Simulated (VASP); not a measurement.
Here is a VASP 6.6.1 calculation.

INCAR

```
ALGO = Normal
EDIFF = 1E-6
ENCUT = 520
GGA = PE
ISIF = 2
ISMEAR = -1
ISPIN = 2
LASPH = T
LCHARG = F
LMAXMIX = 4
LORBIT = 11
LREAL = F
LUSENCCL = F
LWAVE = F
MAGMOM = 2 0
NBANDS = 18
NELM = 150
PREC = Accurate
SIGMA = 0.05
```

File KPOINTS:

```
k-points
0
Gamma
  10 10 10
```

Contents of POSCAR:

```
CoO
1.0
    0.0000000000      2.3436418400      2.3436418400
    2.3436418400      0.0000000000      2.3436418400
    2.3436418400      2.3436418400      0.0000000000
Co O
1 1
Direct
    0.0031720000     -0.0004020000      0.0018790000
    0.2405880000      0.2397490000      0.2705670000
```

Potentials or basis: VASP PAW PBE potentials, release 64 (Co, O).

The run is started by

```console
$ cat potpaw_PBE.64/Co/POTCAR potpaw_PBE.64/O/POTCAR > POTCAR
$ mpirun -np 1 vasp_std > vasp.out
```

What does it give for the largest force?

0.208 eV/Å.

Predict the pressure.

-12.2 GPa.

Forces in eV/Å, atoms in the order of the input:
```
Co   0.086  0.072 -0.174
O   -0.086 -0.072  0.174
```

Caveat: the cell differs from its parent crystal (atoms moved at random); the cell stands under tension; a cell with one magnetic atom can't hold antiferromagnetic order, which such compounds often take.
